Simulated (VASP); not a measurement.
# W (I4/mmm) in VASP: further runs, part 2 of 2

VASP 6.6.1. The steps go on from the part before.

**4. Single point, LDA (strain -0.030 along x and y, +0.030 along z)**

INCAR

```
SYSTEM = W
ALGO     = Fast           ! electronic algorithm
EDIFF    = 1E-6           ! SCF threshold, eV
ENCUT    = 520            ! plane-wave cutoff, eV
GGA      = CA             ! functional
ISIF     = 2              ! what is computed and relaxed
ISMEAR   = 0              ! smearing method
LASPH    = .True.         ! aspherical terms in the spheres
LCHARG   = .False.        ! write CHGCAR
LREAL    = .False.        ! projectors in reciprocal space
LWAVE    = .False.        ! write WAVECAR
NBANDS   = 13             ! bands
NELM     = 100            ! most SCF steps
PREC     = Accurate       ! precision mode
SIGMA    = 0.15           ! smearing width, eV
```

KPOINTS

```
k-points
0
Gamma
  20 20 20
  0 0 0
```

POSCAR

```
W
1.0
    0.0000000000      1.9691000000      2.0909000000
    1.9691000000      0.0000000000      2.0909000000
    1.9691000000      1.9691000000      0.0000000000
W
1
Direct
    0.0000000000      0.0000000000      0.0000000000
```

Potentials or basis: VASP PAW LDA potentials, release 64 (W_sv).

The run is started by

```console
$ cat potpaw_LDA.64/W_sv/POTCAR > POTCAR
$ mpirun -np 1 vasp_std > vasp.out
```

OUTCAR:

```text
SYSTEM = W
   EDIFF = 1E-6
   ENCUT = 520
   GGA = CA
   ISIF = 2
   ISMEAR = 0
   LASPH = .True.
   LREAL = .False.
   NELM = 100
   PREC = Accurate

 ion  position               nearest neighbor table
   1  0.000  0.000  0.000-

  LATTYP: Found a body centered tetragonal cell.
 ALAT       =     2.7847279257
 C/A-ratio  =     1.5016906899

  Lattice vectors:

 A1 = (  -1.9691000000,   0.0000000000,   2.0909000000)
 A2 = (   1.9691000000,   0.0000000000,   2.0909000000)
 A3 = (   0.0000000000,   1.9691000000,  -2.0909000000)

Analysis of symmetry for initial positions (statically):
=====================================================================
 Subroutine PRICEL returns:
 Original cell was already a primitive cell.

 Routine SETGRP: Setting up the symmetry group for a
 body centered tetragonal supercell.

 Subroutine GETGRP returns: Found 16 space group operations
 (whereof 16 operations were pure point group operations)
 out of a pool of 16 trial point group operations.

The static configuration has the point symmetry D_4h.

Analysis of symmetry for dynamics (positions and initial velocities):
[... 162 lines left out ...]
 cond. band min:      10.6150073798   @ k =  -0.2500   0.4000   0.3500
 fundamental gap:      0.0059167676
 Fermi energy:        10.6149878729

 k-point     1 :       0.0000    0.0000    0.0000
  band No.  band energies     occupation
      1     -62.6893      2.00000
      2     -26.5882      2.00000
      3     -26.5274      2.00000
      4     -26.5274      2.00000
      5       1.5597      2.00000
      6       9.3984      2.00000
      7      10.2207      1.99980
      8      10.2207      1.99980
      9      12.4050      0.00000
     10      13.6524      0.00000
     11      23.4672      0.00000
     12      27.3940      0.00000
     13      29.2956      0.00000
[... 354 lines left out ...]
  band No.  band energies     occupation
      1     -62.5895      2.00000
      2     -27.5843      2.00000
      3     -26.7761      2.00000
      4     -26.6132      2.00000
      5       4.8650      2.00000
      6       9.4430      2.00000
      7       9.7948      2.00000
      8      10.4380      1.90472
      9      14.1337      0.00000
     10      15.2008      0.00000
     11      22.1055      0.00000
     12      25.3426      0.00000
     13      30.5723      0.00000

 [... further k-points ...]
[... 5 lines left out ...]
  --------------------------------------------------------------------------------------
  -------------------------------------------------------------------------------------
  Total       -1.2291570     -1.2291570     -0.0753638      0.0000000      0.0000000      0.0000000
  in kB     -121.4560438   -121.4560438     -7.4468866      0.0000000      0.0000000      0.0000000
  external PRESSURE =     -83.4529914 kB  Pullay stress =       0.0000000 kB

 VOLUME and BASIS-vectors are now :
 -----------------------------------------------------------------------------
  energy-cutoff  :      520.00
  volume of cell :       16.21
      direct lattice vectors                 reciprocal lattice vectors
     0.000000000  1.969100000  2.090900000    -0.253923112  0.253923112  0.239131474
     1.969100000  0.000000000  2.090900000     0.253923112 -0.253923112  0.239131474
     1.969100000  1.969100000  0.000000000     0.253923112  0.253923112 -0.239131474

 POSITION                                       TOTAL-FORCE (eV/Angst)
 -----------------------------------------------------------------------------------
      0.00000      0.00000      0.00000         0.000000     -0.000000      0.000000
 -----------------------------------------------------------------------------------
    total drift:                                0.000000      0.000000      0.000000

  FREE ENERGIE OF THE ION-ELECTRON SYSTEM (eV)
  ---------------------------------------------------
  free  energy   TOTEN  =       -13.6349052206 eV

  energy  without entropy=      -13.6217310554  energy(sigma->0) =      -13.62831814
```

OSZICAR:

```text
N       E                     dE             d eps       ncg     rms          rms(c)
DAV:   1     0.833243277649E+02    0.83324E+02   -0.74598E+03 16737   0.122E+03
DAV:   2    -0.126207661440E+02   -0.95945E+02   -0.92276E+02 18596   0.315E+02
DAV:   3    -0.142984119999E+02   -0.16776E+01   -0.16702E+01 18566   0.400E+01
DAV:   4    -0.143056756661E+02   -0.72637E-02   -0.72634E-02 18531   0.291E+00
DAV:   5    -0.143057382470E+02   -0.62581E-04   -0.62580E-04 18761   0.255E-01    0.197E+01
RMM:   6    -0.137687829426E+02    0.53696E+00   -0.41799E-01 18083   0.578E+00    0.792E+00
RMM:   7    -0.136391048265E+02    0.12968E+00   -0.25851E-01 18202   0.450E+00    0.645E-01
RMM:   8    -0.136350078683E+02    0.40970E-02   -0.10399E-02 20642   0.111E+00    0.192E-01
RMM:   9    -0.136348985139E+02    0.10935E-03   -0.14784E-03 20396   0.455E-01    0.194E-02
RMM:  10    -0.136349061821E+02   -0.76681E-05   -0.17991E-04 21776   0.170E-01    0.901E-03
RMM:  11    -0.136349040055E+02    0.21765E-05   -0.49317E-05 21145   0.846E-02    0.607E-03
RMM:  12    -0.136349050200E+02   -0.10145E-05   -0.11844E-05 19008   0.415E-02    0.143E-03
RMM:  13    -0.136349052206E+02   -0.20058E-06   -0.24551E-06 15481   0.188E-02
   1 F= -.13634905E+02 E0= -.13628318E+02  d E =-.131742E-01
```

stdout:

```text
POSCAR found type information on POSCAR W
 POSCAR found :  1 types and       1 ions
 scaLAPACK will be used
 LDA part: xc-table for (Slater(with rela. corr.)+CA(PZ))
 , standard interpolation
 POSCAR, INCAR and KPOINTS ok, starting setup
 FFT: planning ... GRIDC
 FFT: planning ... GRID_SOFT
 FFT: planning ... GRID
 WAVECAR not read
 entering main loop
WARNING in EDDRMM: call to ZHEGV failed, returncode =   6  3     12
WARNING in EDDRMM: call to ZHEGV failed, returncode =   8  4     13
```

Run time: 82 s. Hardware: 1 thread of Intel Xeon Platinum 8488C (Sapphire Rapids), shared host; peak memory 0.24 GiB.

Results:

| Property | Result |
| --- | --- |
| Free energy | -13.6349 eV |
| Pressure | -8.3 GPa |
| Band gap on the k mesh | zero (band 7 reaches 14.19 eV, above the bottom of band 8 at 10.12 eV) |

Caveat: the cell differs from its parent crystal (strain -0.030 along x and y, +0.030 along z); spin-orbit coupling is left out, which moves the levels of the heavy elements.

**5. Single point, LDA (strain +0.000 along x and y, -0.030 along z)**

INCAR

```
PREC = Accurate
ENCUT = 520
EDIFF = 1E-6
ISMEAR = 0
SIGMA = 0.15
LREAL = False
LASPH = True
NELM = 80
ALGO = Normal
ISIF = 2
LWAVE = False
LCHARG = False
NBANDS = 13
```

KPOINTS

```
Automatic mesh
0
Gamma
  20 20 20
```

POSCAR

```
W
1.0
    0.0000000000      2.0300000000      1.9691000000
    2.0300000000      0.0000000000      1.9691000000
    2.0300000000      2.0300000000      0.0000000000
W
1
Direct
    0.0000000000      0.0000000000      0.0000000000
```

The run is started by

```console
$ cat potpaw_LDA.64/W_sv/POTCAR > POTCAR
$ mpirun -np 1 vasp_std > vasp.out
```

It took 60 s on 1 thread of Intel Xeon Platinum 8488C (Sapphire Rapids), shared host; peak memory 0.23 GiB.

Results (log left out):

```
Free energy            : -13.6153 eV
Pressure               : -8.6 GPa
Band gap on the k mesh : zero (band 7 reaches 14.18 eV, above the bottom of band 8 at 9.96 eV)
```

Stress tensor (GPa, compression positive):
```
 -5.30   0.00   0.00
  0.00  -5.30   0.00
  0.00   0.00 -15.16
```

Levels at points of the mesh, in eV from the Fermi level:
```
           k point  band 4  band 5  band 6  band 7  band 8  band 9  band 10  band 11
(0.00, 0.00, 0.00)  -37.08   -8.99   -0.75   -0.75   -0.36    2.21     2.79    12.88
(0.50, 0.00, 0.00)  -37.22   -5.66   -1.09   -0.63    0.80    4.91     5.20    10.44
(0.50, 0.50, 0.00)  -37.58   -5.57   -4.67    3.64    4.98    5.83     5.83    11.57
(0.50, 0.00, 0.50)  -37.48   -5.59   -4.58    3.03    4.99    5.56     6.03    11.80
```

Caveat: the cell differs from its parent crystal (strain +0.000 along x and y, -0.030 along z); spin-orbit coupling is left out, which moves the levels of the heavy elements.

**6. Summary**

| cell | gap on the mesh (eV) | pressure (GPa) |
| --- | --- | --- |
| a = 2.914, b = 2.914, c = 2.957 Å, angles 59.5, 59.5, 61.0°, 1 atom | none | -29.0 |
| a = 2.828, b = 2.828, c = 2.785 Å, angles 60.5, 60.5, 59.0°, 1 atom | none | 0.4 |
| a = 2.872, b = 2.872, c = 2.785 Å, angles 61.0, 61.0, 58.0°, 1 atom | none | -8.3 |
| a = 2.828, b = 2.828, c = 2.871 Å, angles 59.5, 59.5, 61.0°, 1 atom | none | -8.6 |

Alike in all rows: task single point; level LDA; potentials or basis VASP PAW LDA potentials, release 64 (W_sv); no spin polarisation; k mesh 20 × 20 × 20; cutoff (eV) 520; smearing gaussian 0.15 eV.

Caveats: spin-orbit coupling is left out, which moves the levels of the heavy elements.

Absolute energies hang on the potentials; compare differences alone.
